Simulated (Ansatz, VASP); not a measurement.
## Two plane-wave programs on BeCd2S3

```
CELL_PARAMETERS angstrom
3.27523 1.89095 3.10985
-3.27523 1.89095 3.10985
0.00000 -3.78191 3.10985
ATOMIC_POSITIONS crystal
Be 0.50000 0.50000 0.50000
Cd 0.85652 0.85652 0.85652
Cd 0.14348 0.14348 0.14348
S 0.50000 0.50000 0.00000
S 0.00000 0.50000 0.50000
S 0.50000 0.00000 0.50000
```

Change from the starting cell: species swapped into the Ca2GePd3 type (R-3m, No. 166).

Alike in both runs: functional PBE; k mesh 12 × 12 × 12; occupations gaussian, width 0.1 eV; no spin polarisation.

Ansatz relaxed the structure, and its values are those at the end. VASP's run is a single point on that final structure, the one shown.

|  | VASP | Ansatz |
| --- | --- | --- |
| version | VASP 6.6.1 | Ansatz 0.2.0 |
| potentials or method | VASP PAW PBE potentials, release 64 (Be, Cd, S), cutoff 520 eV | scalar-relativistic, plane waves, PAW |
| valence electrons in the cell | 44 | 60 |

|  | VASP | Ansatz | Ansatz less VASP |
| --- | --- | --- | --- |
| gap on the k mesh at the Fermi level (eV) | none | none | - |
| pressure (GPa) | 0.3 | 0.0 | -0.31 |
| rms of the force components (eV/Å) | 0.007 | 0.002 | -0.0050 |

A gap of «none» marks a metal or a gap that the smearing closes. The functional is the same, so the differences come from potentials, cutoffs and numerics. VASP's potentials hold 44 valence electrons a cell and Ansatz's 60, so a difference there can come from the potentials and not from the codes.
